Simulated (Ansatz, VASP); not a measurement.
Au in VASP and in Ansatz

```
CELL_PARAMETERS angstrom
0.00000 3.34762 3.34762
3.34762 0.00000 3.34762
3.34762 3.34762 0.00000
ATOMIC_POSITIONS crystal
Au 0.87500 0.87500 0.87500
Au 0.12500 0.12500 0.12500
```

Alike in both runs: functional PBE; k mesh 13 × 13 × 13; occupations fermi-dirac, width 0.05 eV; no spin polarisation.

Ansatz relaxed the structure, and its values are those at the end. VASP's run is a single point on that final structure, the one shown.

```csv
,VASP,Ansatz
version,VASP 6.6.1,Ansatz 0.2.0
potentials or method,"VASP PAW PBE potentials, release 64 (Au), cutoff 520 eV","all-electron LAPW, non-relativistic"
```

```csv
,VASP,Ansatz,Ansatz less VASP
pressure (GPa),-6.4,0.0,+6.37
```

One of these differences is far larger than is usual between the two programs; its cause wasn't traced. Ansatz ran all-electron here, and VASP with PAW potentials.

Neither program's run includes spin-orbit coupling.
